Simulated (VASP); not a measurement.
Runs of VASP 6.6.1 on PbF2. The structure is that of space group Fm-3m (No. 225), or close to it. The cells are those of the table. 

```tsv
task	cell	k mesh for the DOS	occupations for the DOS	gap on the mesh (eV)	pressure (GPa)
electric field gradients	a = 4.114 Å, angles 60.0°, 3 atoms	-	-	4.23	-0.3
single point	a = 4.186 Å, angles 60.0°, 3 atoms	-	-	4.26	(b)
electric field gradients	a = 4.143 Å, angles 60.0°, 3 atoms	-	-	4.24	-2.0
electric field gradients	a = 4.242, b = 4.242, c = 4.200 Å, angles 60.3, 60.3, 59.3°, 3 atoms	-	-	4.21	-6.1
electric field gradients	a = 4.200 Å, angles 60.0°, 3 atoms	-	-	4.26	-4.9
single point	a = 4.221, b = 4.221, c = 4.200 Å, angles 60.2, 60.2, 59.7°, 3 atoms	-	-	4.23	(a)
single point	a = 4.282 Å, angles 60.0°, 3 atoms	-	-	4.26	-8.1
```

Alike in all rows: level LDA; potentials or basis VASP PAW LDA potentials, release 64 (Pb_d, F); no spin polarisation; k mesh 7 × 7 × 7; cutoff (eV) 520; smearing fermi-dirac 0.03 eV.

Problem. Fill in the values left out.

Solution. (a) -5.6; (b) -4.3.

Caveats: spin-orbit coupling is left out, which moves the levels of the heavy elements.

A k mesh can miss the band edges, and the runs leave out spin-orbit coupling on Pb.
